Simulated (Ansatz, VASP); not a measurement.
## One calculation of ZnSe, two programs

```xyz
2
Lattice="0.0000 2.8329 2.8329 2.8329 0.0000 2.8329 2.8329 2.8329 0.0000" Properties=species:S:1:pos:R:3 pbc="T T T"
Zn    0.0000    0.0000    0.0000
Se    4.2494    4.2494    4.2494
```

Alike in both runs: functional r2SCAN; k mesh 12 × 12 × 12; occupations fermi-dirac, width 0.08 eV; no spin polarisation.

Ansatz relaxed the structure, and its values are those at the end. VASP's run is a single point on that final structure, the one shown.

```csv
,VASP,Ansatz
version,VASP 6.6.1,Ansatz 0.2.0
potentials or method,"VASP PAW PBE potentials, release 64 (Zn, Se)","PAW with Ansatz's default frozen-core files, scalar-relativistic"
plane-wave cutoff (eV),520,500
valence electrons in the cell,18,28
```

```tsv
	VASP	Ansatz	Ansatz less VASP
pressure (GPa)	0.1	0.0	-0.10
```

VASP's potentials were made for PBE, not for r2SCAN. VASP's potentials hold 18 valence electrons a cell and Ansatz's 28, so a difference there can come from the potentials and not from the codes.
